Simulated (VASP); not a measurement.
# BaTiO3 (P1) in VASP: single point with LDA

Aim: the single point of BaTiO3 with LDA.

All numbers are computed with VASP 6.6.1; they aren't measurements. Logs are shortened: lines on timing, memory, paths and dates and some standing lists are left out, and cuts for length are marked.

**1. The cell of the first run**

The typed cell holds 10 atoms: a = 4.000 Å, b = 4.018 Å, c = 8.000 Å, α = 90.00°, β = 90.00°, γ = 90.00°.

**2. Single point, LDA**

POSCAR reads:

```
BaTiO3
1.0
   -3.9998000000      0.0000000000      0.0000000000
    0.0000000000      0.0000000000     -4.0180000000
    0.0000000000     -7.9996000000      0.0000000000
Ba Ti O
2 2 6
Direct
    0.0014435500      0.0230418600      0.5075926300
    0.9985564500      0.9769581400      0.9924073700
    0.4803298900      0.5631888500      0.2357999500
    0.5196701100      0.4728111500      0.7642000500
    0.4938005300      0.9659728700      0.2581500200
    0.5061994700      0.0020271300      0.7418499800
    0.5076103700      0.4993320300      0.5074435600
    0.4923896300      0.4706679700      0.9925564400
    0.0152243000      0.4884056200      0.2711337500
    0.9847757000      0.4815943800      0.7288662500
```

INCAR.step1 reads:

```
SYSTEM = BaTiO3
  PREC = Accurate
  ENCUT = 520
  EDIFF = 1E-6
  ISMEAR = -1
  SIGMA = 0.05
  LREAL = .FALSE.
  LASPH = .TRUE.
  NELM = 120
  ALGO = Normal
  ISIF = 2
  LWAVE = .FALSE.
  LCHARG = .TRUE.
  LMAXMIX = 4
  GGA = CA
  NBANDS = 51
  GGA_COMPAT = .FALSE.
  NEDOS = 2001
  LORBIT = 11
  KPAR = 4
```

KPOINTS.step1 reads:

```
regular mesh
0
G
  7 7 4
  0 0 0
```

INCAR.step2 reads:

```
SYSTEM = BaTiO3
  PREC = Accurate
  ENCUT = 520
  EDIFF = 1E-6
  ISMEAR = -5
  SIGMA = 0.05
  LREAL = .FALSE.
  LASPH = .TRUE.
  NELM = 120
  ALGO = Normal
  ISIF = 2
  LWAVE = .FALSE.
  LCHARG = .FALSE.
  LMAXMIX = 4
  GGA = CA
  LORBIT = 11
  NEDOS = 2001
  ICHARG = 11
  GGA_COMPAT = .FALSE.
  KPAR = 4
```

KPOINTS.step2 reads:

```
regular mesh
0
G
  11 11 6
  0 0 0
```

Potentials or basis: VASP PAW LDA potentials, release 64 (Ba_sv, Ti_sv, O).

Command:

```console
$ cat potpaw_LDA.64/Ba_sv/POTCAR potpaw_LDA.64/Ti_sv/POTCAR potpaw_LDA.64/O/POTCAR > POTCAR
$ cp INCAR.step1 INCAR
$ cp KPOINTS.step1 KPOINTS
$ mpirun -np 4 vasp_std > vasp.out
$ cp INCAR.step2 INCAR
$ cp KPOINTS.step2 KPOINTS
$ mpirun -np 4 vasp_std > vasp.out
```

OUTCAR:

```text
SYSTEM = BaTiO3
   PREC = Accurate
   ENCUT = 520
   EDIFF = 1E-6
   ISMEAR = -5
   LREAL = .FALSE.
   LASPH = .TRUE.
   NELM = 120
   ISIF = 2
   GGA = CA
   LORBIT = 11
   ICHARG = 11

 ion  position               nearest neighbor table
   1  0.001  0.023  0.508-  10 2.56   9 2.66   6 2.73   7 2.75   6 2.76   7 2.79  10 2.81   5 2.81
                             5 2.86   9 2.86   7 2.89   7 2.92   4 3.35   4 3.43   3 3.44   3 3.53
   2  0.999  0.977  0.992-   8 2.80   6 2.81   8 2.83   8 2.84   6 2.85   8 2.87  10 2.90   5 2.91
                            10 2.93   5 2.93   9 2.97   9 3.03   3 3.20   3 3.29   4 3.31   4 3.33
   3  0.480  0.563  0.236-   5 1.63   9 1.91   8 1.98   9 2.18   7 2.19   5 2.41   2 3.20   2 3.29
                             1 3.44   1 3.53   2 3.61   1 3.62   2 3.69   1 3.71
   4  0.520  0.473  0.764-   8 1.83  10 1.88   6 1.90   7 2.06   6 2.13  10 2.16   2 3.31   2 3.33
                             1 3.35   2 3.41   1 3.43   2 3.43   1 3.58   1 3.66
   5  0.494  0.966  0.258-   3 1.63   3 2.41   1 2.81   1 2.86   2 2.91   2 2.93
   6  0.506  0.002  0.742-   4 1.90   4 2.13   1 2.73   1 2.76   2 2.81   2 2.85
   7  0.508  0.499  0.507-   4 2.06   3 2.19   1 2.75   1 2.79   1 2.89   1 2.92
   8  0.492  0.471  0.993-   4 1.83   3 1.98   2 2.80   2 2.83   2 2.84   2 2.87
   9  0.015  0.488  0.271-   3 1.91   3 2.18   1 2.66   1 2.86   2 2.97   2 3.03
  10  0.985  0.482  0.729-   4 1.88   4 2.16   1 2.56   1 2.81   2 2.90   2 2.93

  LATTYP: Found a simple orthorhombic cell.
 ALAT       =     3.9998000000
 B/A-ratio  =     1.0045502275
 C/A-ratio  =     2.0000000000

  Lattice vectors:

 A1 = (  -3.9998000000,   0.0000000000,   0.0000000000)
 A2 = (   0.0000000000,   0.0000000000,  -4.0180000000)
 A3 = (   0.0000000000,  -7.9996000000,   0.0000000000)

Analysis of symmetry for initial positions (statically):
=====================================================================
 Subroutine PRICEL returns:
 Original cell was already a primitive cell.

 Routine SETGRP: Setting up the symmetry group for a
 simple orthorhombic supercell.

 Subroutine GETGRP returns: Found  1 space group operations
 (whereof  1 operations were pure point group operations)
 out of a pool of  8 trial point group operations.

The static configuration has the point symmetry C_1 .

Analysis of symmetry for dynamics (positions and initial velocities):
=====================================================================
 Subroutine PRICEL returns:
 Original cell was already a primitive cell.

 Routine SETGRP: Setting up the symmetry group for a
 simple orthorhombic supercell.

 Subroutine GETGRP returns: Found  1 space group operations
 (whereof  1 operations were pure point group operations)
 out of a pool of  8 trial point group operations.

The dynamic configuration has the point symmetry C_1 .

 Subroutine INISYM returns: Found  1 space group operations
 (whereof  1 operations are pure point group operations),
 and found     1 'primitive' translations

----------------------------------------------------------------------------------------

                                     Primitive cell

  volume of cell :     128.5631

  direct lattice vectors                    reciprocal lattice vectors
    -3.999800000  0.000000000  0.000000000    -0.250012501  0.000000000  0.000000000
     0.000000000  0.000000000 -4.018000000     0.000000000  0.000000000 -0.248880040
     0.000000000 -7.999600000  0.000000000     0.000000000 -0.125006250  0.000000000

  length of vectors
     3.999800000  4.018000000  7.999600000     0.250012501  0.248880040  0.125006250

  position of ions in fractional coordinates (direct lattice)
     0.001443550  0.023041860  0.507592630
     0.998556450  0.976958140  0.992407370
     0.480329890  0.563188850  0.235799950
     0.519670110  0.472811150  0.764200050
     0.493800530  0.965972870  0.258150020
     0.506199470  0.002027130  0.741849980
     0.507610370  0.499332030  0.507443560
     0.492389630  0.470667970  0.992556440
     0.015224300  0.488405620  0.271133750
     0.984775700  0.481594380  0.728866250

  ion indices of the primitive-cell ions
   primitive index   ion index
                 1           1
                 2           2
                 3           3
                 4           4
                 5           5
                 6           6
                 7           7
                 8           8
[... 32 lines left out ...]
            Coordinates               Weight
  0.000000  0.000000  0.000000      1.000000
  0.090909  0.000000  0.000000      2.000000
  0.181818  0.000000  0.000000      2.000000
  0.272727  0.000000  0.000000      2.000000
  0.363636  0.000000  0.000000      2.000000
  0.454545  0.000000  0.000000      2.000000
[... 16 lines left out ...]
  0.272727  0.181818  0.000000      2.000000
  0.272727 -0.181818  0.000000      2.000000
 [... further k-points ...]
   k-points           NKPTS =    364   k-points in BZ     NKDIM =    364   number of bands    NBANDS=     48
   number of dos      NEDOS =   2001   number of ions     NIONS =     10
   total plane-waves  NPLWV =  54000
   dimension x,y,z NGX =    30 NGY =   30 NGZ =   60
   dimension x,y,z NGXF=    60 NGYF=   60 NGZF=  120
   ions per type =               2   2   6
   NGX,Y,Z   is equivalent  to a cutoff of  12.47, 12.41, 12.47 a.u.
   NGXF,Y,Z  is equivalent  to a cutoff of  24.94, 24.83, 24.94 a.u.
 SYSTEM =  BaTiO3
   PREC   = accura    normal or accurate (medium, high low for compatibility)
   ISTART =      0    job   : 0-new  1-cont  2-samecut
   ICHARG =     11    charge: 1-file 2-atom 10-const
   ISPIN  =      1    spin polarized calculation?
   LNONCOLLINEAR =      F non collinear calculations
   LSORBIT =      F    spin-orbit coupling
   LASPH  =      T    aspherical Exc in radial PAW
   ENCUT  =  520.0 eV  38.22 Ry    6.18 a.u.   7.44  7.47 14.87*2*pi/ulx,y,z
   NELM   =    120;   NELMIN=  2; NELMDL=  0     # of ELM steps
   EDIFF  = 0.1E-05   stopping-criterion for ELM
   LREAL  =      F    real-space projection
   EDIFFG = 0.1E-04   stopping-criterion for IOM
   NSW    =      0    number of steps for IOM
   IBRION =     -1    ionic relax: 0-MD 1-quasi-New 2-CG
   NFREE  =      0    steps in history (QN), initial steepest desc. (CG)
   ISIF   =      2    stress and relaxation
   ISYM   =      2    0-nonsym 1-usesym 2-fastsym
   POTIM  = 0.5000    time-step for ionic-motion
   TEBEG  =    0.0;   TEEND  =   0.0 temperature during run
   PSTRESS=    0.0 pullay stress
   NELECT =      80.0000    total number of electrons
   NUPDOWN=      -1.0000    fix difference up-down
   EMIN   =  10.00;   EMAX   =-10.00  energy-range for DOS
   EFERMI =   0.00;   METHOD = LEGACY
   ISMEAR =    -5;   SIGMA  =   0.05  broadening in eV -4-tet -1-fermi 0-gaus
   EFERMI_NEDOS =   21; number of points for ismear=-14 and -15
   IALGO  =     38    algorithm
   IMIX   =      4    mixing-type and parameters
     AMIX     =   0.40;   BMIX     =  1.00
     AMIX_MAG =   1.60;   BMIX_MAG =  1.00
  volume/ion in A,a.u.               =      12.86        86.76
  Fermi-wavevector in a.u.,A,eV,Ry     =   1.397653  2.641181 26.578078  1.953434
  Thomas-Fermi vector in A             =   2.520888
   LORBIT       =     11    0 simple, 1 ext, 2 COOP (PROOUT), +10 PAW based schemes
   GGA     = CA    functional components
   LHFCALC =     F    Hartree Fock is set to
   AEXX    =    0.0000 exact exchange contribution
   IVDW    =     0    specifies the selected vdW correction
   LEPSILON=     F    determine dielectric tensor
   LRPA    =     F    only Hartree local field effects (RPA)
 non-spin polarized calculation
 Fermi weights with tetrahedron method with Bloechl corrections
  energy-cutoff  :      520.00
  volume of cell :      128.56
 maximum number of plane-waves:      3502
 NGX is ok and might be reduce to    30

 number of electron      79.9999983 magnetization

 Free energy of the ion-electron system (eV)
  ---------------------------------------------------
  ext. energy  EPLUGINS =         0.00000000
  ---------------------------------------------------
  free energy    TOTEN  =       -86.54932907 eV

  energy without entropy =      -86.54932907  energy(sigma->0) =      -86.54932907

 E-fermi :   4.3844     XC(G=0): -11.6932

 val. band max:        4.3631950124   @ k =   0.4545  -0.4545   0.0000
 cond. band min:       5.5975023876   @ k =   0.0000   0.0000   0.0000
 fundamental gap:      1.2343073752
 Fermi energy:         4.3844327415

 k-point     1 :       0.0000    0.0000    0.0000
  band No.  band energies     occupation
      1     -51.9983      2.00000
      2     -51.9122      2.00000
      3     -29.0046      2.00000
      4     -28.7522      2.00000
      5     -28.6572      2.00000
      6     -28.6493      2.00000
[... 1213 lines left out ...]
     47       8.3768      0.00000
     48       9.3340      0.00000

 [... further k-points ...]

------------------------ aborting loop because EDIFF is reached ----------------------------------------

  FORCE on cell =-STRESS in cart. coord.  units (eV):
  Direction    XX          YY          ZZ          XY          YZ          ZX
  --------------------------------------------------------------------------------------
  -------------------------------------------------------------------------------------
  Total       -2.2056730     -1.0692541      6.4545876      0.4303774      1.0988276     -0.1837654
  in kB      -27.4874994    -13.3252400     80.4382472      5.3634412     13.6937902     -2.2901178
  external PRESSURE =      13.2085026 kB  Pullay stress =       0.0000000 kB

 VOLUME and BASIS-vectors are now :
 -----------------------------------------------------------------------------
  energy-cutoff  :      520.00
  volume of cell :      128.56
      direct lattice vectors                 reciprocal lattice vectors
    -3.999800000  0.000000000  0.000000000    -0.250012501  0.000000000  0.000000000
     0.000000000  0.000000000 -4.018000000     0.000000000  0.000000000 -0.248880040
     0.000000000 -7.999600000  0.000000000     0.000000000 -0.125006250  0.000000000

 POSITION                                       TOTAL-FORCE (eV/Angst)
 -----------------------------------------------------------------------------------
     -0.00577     -4.06054     -0.09258        -0.026172      0.489141      0.632008
     -3.99403     -7.93886     -3.92542        -0.043016      0.104951     -0.616621
     -1.92122     -1.88631     -2.26289        -0.004549     -3.791527      5.644589
     -2.07858     -6.11329     -1.89976        -0.062135      5.490115     -0.023979
     -1.97510     -2.06510     -3.88128        -0.336837      1.004023     -4.218280
     -2.02470     -5.93450     -0.00815         0.318374     -1.651197      0.247497
     -2.03034     -4.05935     -2.00632         0.283490      0.492910     -0.074874
     -1.96946     -7.94005     -1.89114        -0.057028     -1.839251     -0.605810
     -0.06089     -2.16896     -1.96241         0.278198      2.201753     -0.420963
     -3.93891     -5.83064     -1.93505        -0.350326     -2.500918     -0.563569
 -----------------------------------------------------------------------------------
    total drift:                                0.000114     -0.000392      0.000132

  FREE ENERGIE OF THE ION-ELECTRON SYSTEM (eV)
  ---------------------------------------------------
  free  energy   TOTEN  =       -86.5493290747 eV

  energy  without entropy=      -86.5493290747  energy(sigma->0) =      -86.54932907

 total charge

# of ion       s       p       d       tot
------------------------------------------
    1        2.007   5.640   0.365   8.012
    2        2.006   5.626   0.345   7.977
    3        2.250   6.302   2.021  10.574
    4        2.232   6.302   1.837  10.371
    5        1.580   3.479   0.000   5.059
    6        1.555   3.448   0.000   5.003
    7        1.549   3.403   0.000   4.952
    8        1.558   3.497   0.000   5.055
    9        1.554   3.424   0.000   4.978
   10        1.559   3.447   0.000   5.005
--------------------------------------------------
tot         17.850  44.569   4.567  66.987
```

Run time: 8.8 min. Hardware: 4 MPI ranks of Intel Xeon Platinum 8488C (Sapphire Rapids), shared host; peak memory 1.6 GiB.

Results:

```
Valence electrons inside the program's atomic spheres : Ba 8.01, 7.98; Ti 10.57, 10.37; O 5.06, 5.00, 4.95, 5.05, 4.98 (each value once)
```

Caveat: spin-orbit coupling is left out, which moves the levels of the heavy elements.
